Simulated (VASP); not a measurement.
Here is a VASP 6.6.1 calculation.

The input POSCAR:

```
PbS
1.0
    4.0470376796      0.0000000000      0.0000000000
   -2.0235188398      3.5048374406      0.0000000000
    0.0000000000      0.0000000000      3.7820198261
Pb S
1 1
Direct
    0.0000000000      0.0000000000      0.0000000000
    0.6666666667      0.3333333333      0.5000000000
```

The input INCAR.step1:

```
PREC     = Accurate       # precision mode
ENCUT    = 520            # plane-wave cutoff, eV
EDIFF    = 1E-5           # SCF threshold, eV
ISMEAR   = -1             # smearing method
SIGMA    = 0.05           # smearing width, eV
LREAL    = F              # projectors in reciprocal space
LASPH    = T              # aspherical terms in the spheres
NELM     = 100            # most SCF steps
ALGO     = Normal         # electronic algorithm
ISIF     = 2              # what is computed and relaxed
LWAVE    = T              # write WAVECAR
LCHARG   = F              # write CHGCAR
NBANDS   = 17             # bands
GGA      = PE             # functional
```

File INCAR.step2:

```
PREC     = Accurate       # precision mode
ENCUT    = 520            # plane-wave cutoff, eV
EDIFF    = 1E-6           # SCF threshold, eV
ISMEAR   = -1             # smearing method
SIGMA    = 0.05           # smearing width, eV
LREAL    = F              # projectors in reciprocal space
LASPH    = T              # aspherical terms in the spheres
NELM     = 100            # most SCF steps
ALGO     = Normal         # electronic algorithm
ISIF     = 2              # what is computed and relaxed
LWAVE    = F              # write WAVECAR
LCHARG   = F              # write CHGCAR
GGA      = PE             # functional
LHFCALC  = T              # exact exchange
HFSCREEN = 0.2079         # screening, 1/A
PRECFOCK = Normal       
NBANDS   = 17             # bands
ISTART   = 1
```

The input KPOINTS:

```
regular mesh
0
Gamma
  4 4 4
```

Potentials or basis: VASP PAW PBE potentials, release 64 (Pb_d, S).

The run is started by

```console
$ cat potpaw_PBE.64/Pb_d/POTCAR potpaw_PBE.64/S/POTCAR > POTCAR
$ cp INCAR.step1 INCAR
$ mpirun -np 1 vasp_std > vasp.out
$ cp INCAR.step2 INCAR
$ mpirun -np 1 vasp_std > vasp.out
```

Task: What does it give for the pressure?

Result: -0.1 GPa.

Task: Estimate the band gap on the k mesh.

Result: 0.47 eV (least direct gap 1.34 eV).

Caveat: the k points lie up to 0.45 Å⁻¹ apart; the PAW data sets were made with another functional, which shifts forces and pressure a little; spin-orbit coupling is left out, which moves the levels of the heavy elements. A k mesh can miss the band edges.
